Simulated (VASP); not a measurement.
Write the native input for VASP 6.6.1 that does the following.

```yaml
Task: single point
Functional: PBE
Potentials_or_basis: VASP PAW PBE potentials, release 64 (Mg, Se)
Cutoff: 600 eV
k_mesh: 8 × 8 × 8
Occupations: fermi-dirac, width 0.1 eV
Spin: no spin polarisation
Dipole_correction: no
Further_INCAR_settings: ALGO = Normal; EDIFF = 1e-06; NBANDS = 11
```

The structure of MgSe lies in POSCAR:

```
MgSe
1.0
    0.0000000000      2.7121530000      2.7121530000
    2.7121530000      0.0000000000      2.7121530000
    2.7121530000      2.7121530000      0.0000000000
Mg Se
1 1
Direct
    0.0000000000      0.0000000000      0.0000000000
    0.5000000000      0.5000000000      0.5000000000
```

These files were run (other wordings do the same):

INCAR

```
SYSTEM = MgSe
PREC = Accurate
ENCUT = 600
EDIFF = 1E-6
ISMEAR = -1
SIGMA = 0.1
LREAL = .FALSE.
LASPH = .TRUE.
NELM = 120
ALGO = Normal
ISIF = 2
LWAVE = .FALSE.
LCHARG = .FALSE.
GGA = PE
NBANDS = 11
GGA_COMPAT = .FALSE.
```

KPOINTS

```
regular mesh
0
G
  8 8 8
  0 0 0
```

Potentials or basis: VASP PAW PBE potentials, release 64 (Mg, Se).

Command:

```bash
$ cat potpaw_PBE.64/Mg/POTCAR potpaw_PBE.64/Se/POTCAR > POTCAR
$ mpirun -np 1 vasp_std > vasp.out
```

It gave:

```
Pressure               : 3.0 GPa
Band gap on the k mesh : 1.83 eV (least direct gap 2.70 eV)
```

Wall time 14 s on 1 thread of AMD EPYC 7R43 64-Core Processor (Zen 3), on a shared host, peak memory 0.15 GiB.
